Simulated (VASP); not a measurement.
Input of a VASP 6.6.1 run:

Contents of INCAR:

```
SYSTEM = GaSb
  ALGO = Normal
  EDIFF = 1E-6
  ENCUT = 520
  GGA = PE
  ISIF = 2
  ISMEAR = 0
  LASPH = .True.
  LCHARG = .True.
  LELF = .True.
  LREAL = .False.
  LVHAR = .True.
  LWAVE = .False.
  NBANDS = 16
  NELM = 80
  PREC = Accurate
  SIGMA = 0.15
```

The input KPOINTS:

```
k-points
0
Gamma
  18 18 18
  0 0 0
```

File POSCAR:

```
GaSb
1.0
   -1.4947127667      2.6167418048      2.9073621959
    1.4947127667     -2.6167418048      2.9073621959
    1.4947127667      2.6167418048     -2.9073621959
Ga Sb
1 1
Direct
    0.0000000000      0.0000000000      0.0000000000
    0.5000000000      0.5000000000      0.0000000000
```

Potentials or basis: VASP PAW PBE potentials, release 64 (Ga_d, Sb).

Run with:

```console
$ cat potpaw_PBE.64/Ga_d/POTCAR potpaw_PBE.64/Sb/POTCAR > POTCAR
$ mpirun -np 1 vasp_std > vasp.out
```

Task: Predict the pressure.

Result: 3.7 GPa.

Task: Predict the band gap on the k mesh.

Result: Zero (band 9 reaches 9.31 eV, above the bottom of band 10 at 4.13 eV).

Stress tensor (GPa, compression positive):
```
 7.51  0.00  0.00
 0.00  3.85  0.00
 0.00  0.00 -0.15
```

Caveat: spin-orbit coupling is left out, which moves the levels of the heavy elements.
